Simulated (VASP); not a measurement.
# TiO2 (I4_1/amd) in VASP: single point with PBE

Aim: the single point of TiO2 with PBE.

Program: VASP 6.6.1. These are calculated values, not measurements. Logs are shortened: lines on timing, memory, paths and dates and some standing lists are left out, and cuts for length are marked.

## 1. The cell of the first run

It takes space group I4_1/amd (No. 141, tetragonal). Conventional cell: a = 3.784 Å, b = 3.784 Å, c = 9.515 Å, α = 90.00°, β = 90.00°, γ = 90.00°. Ti (site symmetry -4m2) has 6 O at 1.93 to 1.99 Å within 2.6 Å. Within 2.6 Å of O (site symmetry 2mm) lie 3 Ti at 1.93 to 1.99 Å and 2 O at 2.47 Å.

## 2. Single point, PBE

INCAR

```
  PREC = Accurate
  ENCUT = 520
  EDIFF = 1E-6
  ISMEAR = 0
  SIGMA = 0.05
  LREAL = F
  LASPH = T
  NELM = 60
  ALGO = Normal
  ISIF = 2
  LWAVE = F
  LCHARG = T
  GGA = PE
  LELF = T
  LVHAR = T
  NBANDS = 33
```

KPOINTS

```
Automatic mesh
0
Gamma
  10 10 10
```

POSCAR

```
TiO2
1.0
   -1.8920210486      1.8920210486      4.7576970391
    1.8920210486     -1.8920210486      4.7576970391
    1.8920210486      1.8920210486     -4.7576970391
Ti O
2 4
Direct
    0.0000000000      0.0000000000      0.0000000000
    0.7500000000      0.2500000000      0.5000000000
    0.2087706647      0.2087706647      0.0000000000
    0.9587706647      0.4587706647      0.5000000000
    0.5412293353      0.0412293353      0.5000000000
    0.7912293353      0.7912293353      0.0000000000
```

Potentials or basis: VASP PAW PBE potentials, release 64 (Ti_sv, O).

On the command line:

```bash
$ cat potpaw_PBE.64/Ti_sv/POTCAR potpaw_PBE.64/O/POTCAR > POTCAR
$ mpirun -np 1 vasp_std > vasp.out
```

OUTCAR:

```text
PREC = Accurate
   ENCUT = 520
   EDIFF = 1E-6
   ISMEAR = 0
   LREAL = F
   LASPH = T
   NELM = 60
   ISIF = 2
   GGA = PE

 ion  position               nearest neighbor table
   1  0.000  0.000  0.000-   5 1.93   4 1.93   5 1.93   4 1.93   3 1.99   6 1.99
   2  0.750  0.250  0.500-   6 1.93   3 1.93   6 1.93   3 1.93   4 1.99   5 1.99
   3  0.209  0.209  0.000-   2 1.93   2 1.93   1 1.99
   4  0.959  0.459  0.500-   1 1.93   1 1.93   2 1.99
   5  0.541  0.041  0.500-   1 1.93   1 1.93   2 1.99
   6  0.791  0.791  0.000-   2 1.93   2 1.93   1 1.99

  LATTYP: Found a body centered tetragonal cell.
 ALAT       =     3.7840420972
 C/A-ratio  =     2.5146110518

  Lattice vectors:

 A1 = (  -1.8920210486,   1.8920210486,   4.7576970391)
 A2 = (   1.8920210486,  -1.8920210486,   4.7576970391)
 A3 = (   1.8920210486,   1.8920210486,  -4.7576970391)

Analysis of symmetry for initial positions (statically):
=====================================================================
 Subroutine PRICEL returns:
 Original cell was already a primitive cell.

 Routine SETGRP: Setting up the symmetry group for a
 body centered tetragonal supercell.

 Subroutine GETGRP returns: Found 16 space group operations
 (whereof  8 operations were pure point group operations)
 out of a pool of 16 trial point group operations.

The static configuration has the point symmetry D_2d.
 The point group associated with its full space group is D_4h.

Analysis of symmetry for dynamics (positions and initial velocities):
=====================================================================
 Subroutine PRICEL returns:
 Original cell was already a primitive cell.

 Routine SETGRP: Setting up the symmetry group for a
 body centered tetragonal supercell.

 Subroutine GETGRP returns: Found 16 space group operations
 (whereof  8 operations were pure point group operations)
 out of a pool of 16 trial point group operations.

The dynamic configuration has the point symmetry D_2d.
 The point group associated with its full space group is D_4h.

 Subroutine INISYM returns: Found 16 space group operations
 (whereof  8 operations are pure point group operations),
 and found     1 'primitive' translations

----------------------------------------------------------------------------------------

                                     Primitive cell

  volume of cell :      68.1253

  direct lattice vectors                    reciprocal lattice vectors
    -1.892021049  1.892021049  4.757697039     0.000000000  0.264267673  0.105092862
     1.892021049 -1.892021049  4.757697039     0.264267673  0.000000000  0.105092862
     1.892021049  1.892021049 -4.757697039     0.264267673  0.264267673  0.000000000

  length of vectors
     5.458495068  5.458495068  5.458495068     0.284397456  0.284397456  0.373730927

  position of ions in fractional coordinates (direct lattice)
     0.000000000  0.000000000  0.000000000
     0.750000000  0.250000000  0.500000000
     0.208770665  0.208770665  0.000000000
     0.958770665  0.458770665  0.500000000
     0.541229335  0.041229335  0.500000000
     0.791229335  0.791229335  0.000000000

  ion indices of the primitive-cell ions
   primitive index   ion index
                 1           1
                 2           2
                 3           3
                 4           4
                 5           5
                 6           6

----------------------------------------------------------------------------------------

 KPOINTS: Automatic mesh

Automatic generation of k-mesh.
 Grid dimensions read from file:
 generate k-points for:   10   10   10

 Generating k-lattice:

  Cartesian coordinates                     Fractional coordinates (reciprocal lattice)
     0.000000000  0.026426767  0.010509286     0.100000000  0.000000000 -0.000000000
     0.026426767  0.000000000  0.010509286     0.000000000  0.100000000 -0.000000000
     0.026426767  0.026426767  0.000000000     0.000000000  0.000000000  0.100000000

  Length of vectors
     0.028439746  0.028439746  0.037373093

  Shift w.r.t. Gamma in fractional coordinates (k-lattice)
     0.000000000  0.000000000  0.000000000

 Subroutine IBZKPT returns following result:
 ===========================================

 Found    102 irreducible k-points:

 Following reciprocal coordinates:
            Coordinates               Weight
  0.000000  0.000000  0.000000      1.000000
  0.100000 -0.000000  0.000000      8.000000
  0.200000 -0.000000  0.000000      8.000000
  0.300000  0.000000  0.000000      8.000000
  0.400000 -0.000000  0.000000      8.000000
  0.500000 -0.000000  0.000000      4.000000
[... 16 lines left out ...]
  0.300000  0.300000  0.000000      8.000000
  0.400000  0.300000  0.000000     16.000000
 [... further k-points ...]
   k-points           NKPTS =    102   k-points in BZ     NKDIM =    102   number of bands    NBANDS=     33
   number of dos      NEDOS =    301   number of ions     NIONS =      6
   total plane-waves  NPLWV =  74088
   dimension x,y,z NGX =    42 NGY =   42 NGZ =   42
   dimension x,y,z NGXF=    84 NGYF=   84 NGZF=   84
   ions per type =               2   4
   NGX,Y,Z   is equivalent  to a cutoff of  12.79, 12.79, 12.79 a.u.
   NGXF,Y,Z  is equivalent  to a cutoff of  25.58, 25.58, 25.58 a.u.
 SYSTEM =  unknown system
   PREC   = accura    normal or accurate (medium, high low for compatibility)
   ISTART =      0    job   : 0-new  1-cont  2-samecut
   ICHARG =      2    charge: 1-file 2-atom 10-const
   ISPIN  =      1    spin polarized calculation?
   LNONCOLLINEAR =      F non collinear calculations
   LSORBIT =      F    spin-orbit coupling
   LASPH  =      T    aspherical Exc in radial PAW
   ENCUT  =  520.0 eV  38.22 Ry    6.18 a.u.  10.15 10.15 10.15*2*pi/ulx,y,z
   NELM   =     60;   NELMIN=  2; NELMDL= -5     # of ELM steps
   EDIFF  = 0.1E-05   stopping-criterion for ELM
   LREAL  =      F    real-space projection
   EDIFFG = 0.1E-04   stopping-criterion for IOM
   NSW    =      0    number of steps for IOM
   IBRION =     -1    ionic relax: 0-MD 1-quasi-New 2-CG
   NFREE  =      0    steps in history (QN), initial steepest desc. (CG)
   ISIF   =      2    stress and relaxation
   ISYM   =      2    0-nonsym 1-usesym 2-fastsym
   POTIM  = 0.5000    time-step for ionic-motion
   TEBEG  =    0.0;   TEEND  =   0.0 temperature during run
   PSTRESS=    0.0 pullay stress
   NELECT =      48.0000    total number of electrons
   NUPDOWN=      -1.0000    fix difference up-down
   EMIN   =  10.00;   EMAX   =-10.00  energy-range for DOS
   EFERMI =   0.00;   METHOD = LEGACY
   ISMEAR =     0;   SIGMA  =   0.05  broadening in eV -4-tet -1-fermi 0-gaus
   EFERMI_NEDOS =   21; number of points for ismear=-14 and -15
   IALGO  =     38    algorithm
   IMIX   =      4    mixing-type and parameters
     AMIX     =   0.40;   BMIX     =  1.00
     AMIX_MAG =   1.60;   BMIX_MAG =  1.00
  volume/ion in A,a.u.               =      11.35        76.62
  Fermi-wavevector in a.u.,A,eV,Ry     =   1.456752  2.752862 28.873289  2.122127
  Thomas-Fermi vector in A             =   2.573634
   LORBIT       =      0    0 simple, 1 ext, 2 COOP (PROOUT), +10 PAW based schemes
   GGA     = PE    functional components
   LHFCALC =     F    Hartree Fock is set to
   AEXX    =    0.0000 exact exchange contribution
   IVDW    =     0    specifies the selected vdW correction
   LEPSILON=     F    determine dielectric tensor
   LRPA    =     F    only Hartree local field effects (RPA)
 non-spin polarized calculation
 Gauss-broadening in eV      SIGMA  =   0.05
  energy-cutoff  :      520.00
  volume of cell :       68.13
 maximum number of plane-waves:      1850
 NGX is ok and might be reduce to    42
   NGX = 21   NGY = 21   NGZ = 21

 number of electron      47.9999990 magnetization

 Free energy of the ion-electron system (eV)
  ---------------------------------------------------
  ext. energy  EPLUGINS =         0.00000000
  ---------------------------------------------------
  free energy    TOTEN  =       -53.82770037 eV

  energy without entropy =      -53.82770037  energy(sigma->0) =      -53.82770037

 E-fermi :   3.6270     XC(G=0): -10.7405

 val. band max:        3.4083830902   @ k =  -0.4000   0.4000   0.0000
 cond. band min:       5.4994153161   @ k =   0.0000   0.0000   0.0000
 fundamental gap:      2.0910322259
 Fermi energy:         3.6270475492

 k-point     1 :       0.0000    0.0000    0.0000
  band No.  band energies     occupation
      1     -53.0006      2.00000
      2     -52.9403      2.00000
      3     -29.4631      2.00000
      4     -29.2257      2.00000
      5     -29.2257      2.00000
      6     -29.1543      2.00000
[... 25 lines left out ...]
     32       8.6911      0.00000
     33       8.6965      0.00000

 k-point     2 :       0.1000   -0.0000    0.0000
  band No.  band energies     occupation
      1     -52.9993      2.00000
      2     -52.9412      2.00000
      3     -29.4603      2.00000
      4     -29.2388      2.00000
      5     -29.2267      2.00000
      6     -29.1596      2.00000
[... 25 lines left out ...]
     32       8.7457      0.00000
     33       9.0003      0.00000

 k-point     3 :       0.2000   -0.0000    0.0000
  band No.  band energies     occupation
      1     -52.9956      2.00000
      2     -52.9437      2.00000
      3     -29.4533      2.00000
      4     -29.2715      2.00000
      5     -29.2290      2.00000
      6     -29.1721      2.00000
[... 25 lines left out ...]
     32       9.0744      0.00000
     33       9.4540      0.00000

 k-point     4 :       0.3000    0.0000    0.0000
  band No.  band energies     occupation
      1     -52.9905      2.00000
      2     -52.9475      2.00000
      3     -29.4450      2.00000
      4     -29.3109      2.00000
      5     -29.2316      2.00000
      6     -29.1839      2.00000
[... 673 lines left out ...]
     32       9.8731      0.00000
     33      10.0874      0.00000

 k-point    23 :       0.3000    0.3000    0.0000
  band No.  band energies     occupation
      1     -52.9779      2.00000
      2     -52.9571      2.00000
      3     -29.4191      2.00000
      4     -29.3628      2.00000
      5     -29.2706      2.00000
      6     -29.2236      2.00000
[... 25 lines left out ...]
     32       9.8928      0.00000
     33      10.6939      0.00000

 k-point    24 :       0.4000    0.3000    0.0000
  band No.  band energies     occupation
      1     -52.9741      2.00000
      2     -52.9597      2.00000
      3     -29.4225      2.00000
      4     -29.3841      2.00000
      5     -29.2723      2.00000
      6     -29.2397      2.00000
[... 25 lines left out ...]
     32       9.9030      0.00000
     33      10.7827      0.00000

 [... further k-points ...]

------------------------ aborting loop because EDIFF is reached ----------------------------------------

  FORCE on cell =-STRESS in cart. coord.  units (eV):
  Direction    XX          YY          ZZ          XY          YZ          ZX
  --------------------------------------------------------------------------------------
  -------------------------------------------------------------------------------------
  Total        2.3325728      2.3325728      2.4027252      0.0000000      0.0000000      0.0000000
  in kB       54.8576350     54.8576350     56.5074846      0.0000000      0.0000000      0.0000000
  external PRESSURE =      55.4075848 kB  Pullay stress =       0.0000000 kB

 VOLUME and BASIS-vectors are now :
 -----------------------------------------------------------------------------
  energy-cutoff  :      520.00
  volume of cell :       68.13
      direct lattice vectors                 reciprocal lattice vectors
    -1.892021049  1.892021049  4.757697039     0.000000000  0.264267673  0.105092862
     1.892021049 -1.892021049  4.757697039     0.264267673  0.000000000  0.105092862
     1.892021049  1.892021049 -4.757697039     0.264267673  0.264267673  0.000000000

 POSITION                                       TOTAL-FORCE (eV/Angst)
 -----------------------------------------------------------------------------------
      0.00000      0.00000      0.00000        -0.000000     -0.000000     -0.000000
      0.00000      1.89202      2.37885        -0.000000     -0.000000     -0.000000
      0.00000      0.00000      1.98654        -0.000000      0.000000      0.023546
     -0.00000      1.89202      4.36538         0.000000     -0.000000      0.023546
      0.00000      1.89202      0.39231         0.000000     -0.000000     -0.023546
      0.00000      0.00000      7.52886        -0.000000      0.000000     -0.023546
 -----------------------------------------------------------------------------------
    total drift:                               -0.000000     -0.000000     -0.000000

  FREE ENERGIE OF THE ION-ELECTRON SYSTEM (eV)
  ---------------------------------------------------
  free  energy   TOTEN  =       -53.8277003721 eV

  energy  without entropy=      -53.8277003721  energy(sigma->0) =      -53.82770037
```

Wall time 3.5 min (1 thread of Intel Xeon 6975P-C (Granite Rapids), shared host); peak memory 0.36 GiB.

What came out:

```yaml
Free_energy: -53.8277 eV
Pressure: 5.5 GPa
Largest_force: 0.024 eV/Å
Band_gap_on_the_k_mesh: 2.09 eV (least direct gap 2.44 eV)
```

Forces on the atoms (eV/Å):
```
Ti   0.000  0.000  0.000
Ti   0.000  0.000  0.000
O    0.000  0.000  0.024
O    0.000  0.000  0.024
O    0.000  0.000 -0.024
O    0.000  0.000 -0.024
```

Stress tensor (GPa, compression positive):
```
5.49 0.00 0.00
0.00 5.49 0.00
0.00 0.00 5.65
```

Levels at points of the mesh, in eV from the valence-band top:
| k point | band 22 | band 23 | band 24 | band 25 | band 26 | band 27 |
| --- | --- | --- | --- | --- | --- | --- |
| (0.00, 0.00, 0.00) | -0.77 | -0.48 | -0.48 | 2.09 | 2.83 | 3.94 |
| (0.50, 0.00, 0.00) | -0.96 | -0.86 | -0.65 | 3.22 | 3.52 | 3.54 |
| (0.50, 0.50, 0.00) | -2.09 | -0.03 | -0.03 | 3.33 | 3.33 | 3.81 |
| (0.50, 0.50, 0.50) | -1.28 | -0.13 | -0.13 | 2.45 | 2.45 | 3.74 |

Caveat: the cell stands under pressure.
